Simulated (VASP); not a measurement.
Input of a VASP 6.6.1 run:

File INCAR:

```
SYSTEM = Bi
ALGO = Fast
EDIFF = 1E-7
ENCUT = 520
GGA = CA
ISIF = 2
ISMEAR = 0
LASPH = .TRUE.
LCHARG = .FALSE.
LREAL = .FALSE.
LWAVE = .FALSE.
NBANDS = 14
NELM = 80
PREC = Accurate
SIGMA = 0.15
```

File KPOINTS:

```
k-points
0
G
  18 18 18
  0 0 0
```

Contents of POSCAR:

```
Bi
1.0
   -2.2043414666      1.7585195970      1.9814305318
    2.2043414666     -1.7585195970      1.9814305318
    2.2043414666      1.7585195970     -1.9814305318
Bi
1
Direct
    0.0000000000      0.0000000000      0.0000000000
```

Potentials or basis: VASP PAW LDA potentials, release 64 (Bi_d).

Command:

```bash
$ cat potpaw_LDA.64/Bi_d/POTCAR > POTCAR
$ mpirun -np 1 vasp_std > vasp.out
```

(1) What does it give for the pressure?

(2) What does it give for the band gap on the k mesh?

## Answers

(1) -2.1 GPa.

(2) zero (an odd number of electrons rules out a gap without spin polarisation).

Caveat: the cell differs from its parent crystal (strain +0.1125 x Voigt [1, -1, 0, 0, 0, 0]); spin-orbit coupling is left out, which moves the levels of the heavy elements.
